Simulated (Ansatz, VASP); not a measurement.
# Zr in VASP and in Ansatz

```
Zr
1.0
     3.14214    0.00000    0.00000
    -1.57107    2.72118    0.00000
     0.00000    0.00000    5.10648
Zr
2
Cartesian
  0.0000 1.8141 1.2766
  1.5711 0.9071 3.8299
```

Alike in both runs: functional LDA; k mesh 12 × 12 × 8; occupations fermi-dirac, width 0.15 eV; no spin polarisation.

Ansatz relaxed the structure, and its values are those at the end. VASP's run is a single point on that final structure, the one shown.

|  | VASP | Ansatz |
| --- | --- | --- |
| version | VASP 6.6.1 | Ansatz 0.2.0 |
| potentials or method | VASP PAW LDA potentials, release 64 (Zr_sv), cutoff 520 eV | scalar-relativistic, plane waves, PAW |
| valence electrons in the cell | 24 | 24 |

```csv
,VASP,Ansatz,Ansatz less VASP
gap on the k mesh at the Fermi level (eV),none,none,-
pressure (GPa),0.0,0.0,-0.04
```

Ansatz warns that its potentials were made for another functional, while VASP's fit it. LDA's correlation is that of Perdew and Zunger in VASP and of Perdew and Wang (1992) in Ansatz. A gap of «none» marks a metal or a gap that the smearing closes.
